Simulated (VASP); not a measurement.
RbBr:

```
Rb Br
1.0
     4.85351    0.00000    0.00000
    -2.42676    4.20326    0.00000
     0.00000    0.00000    8.50202
Rb Br
2 2
Direct
  0.00000 0.00000 0.00000
  0.00000 0.00000 0.50000
  0.33333 0.66667 0.25000
  0.66667 0.33333 0.75000
```

```yaml
Program: VASP 6.6.1
Task: relaxation of cell and atoms
Functional: LDA
Potentials_or_basis: VASP PAW LDA potentials, release 64 (Rb_sv, Br)
Cutoff: 600 eV
k_mesh: 6 × 6 × 4
Occupations: fermi-dirac, width 0.02 eV
Spin: no spin polarisation
```

At the start: pressure -1.9 GPa; volume 43.36 Å³/atom.

**Question.** How do energy, volume and symmetry change on relaxing?

**Answer.** Over 10 steps the energy falls by 42.4 meV/atom and the volume is 37.15 Å³/atom (-14.3 %); space group P6_3/mmc (No. 194, to 0.1 Å) before and after.

Step by step:
```csv
step,energy change (eV),largest force (eV/Å),pressure (GPa),volume (Å³)
1,0.0000,0.0000,-1.88,173.45
2,-0.1213,0.0000,-1.16,160.96
3,-0.1681,0.0000,-0.17,150.34
4,-0.1688,0.0000,0.02,148.68
5,-0.1688,0.0000,-0.03,149.15
6,-0.1691,0.0000,-0.03,149.10
7,-0.1697,0.0000,-0.03,148.96
8,-0.1697,0.0000,-0.03,148.92
9,-0.1697,0.0000,-0.03,148.91
10,-0.1697,0.0000,0.01,148.60
```

Final structure:
```cif
data_structure
_symmetry_space_group_name_H-M 'P 1'
_symmetry_Int_Tables_number 1
_cell_length_a 4.5939
_cell_length_b 4.5939
_cell_length_c 8.1306
_cell_angle_alpha 90.000
_cell_angle_beta 90.000
_cell_angle_gamma 120.000
_cell_volume 148.60
loop_
_atom_site_label
_atom_site_type_symbol
_atom_site_fract_x
_atom_site_fract_y
_atom_site_fract_z
_atom_site_occupancy
Rb1 Rb 0.00000 0.00000 0.00000 1
Rb2 Rb 0.00000 0.00000 0.50000 1
Br1 Br 0.33333 0.66667 0.25000 1
Br2 Br 0.66667 0.33333 0.75000 1
```
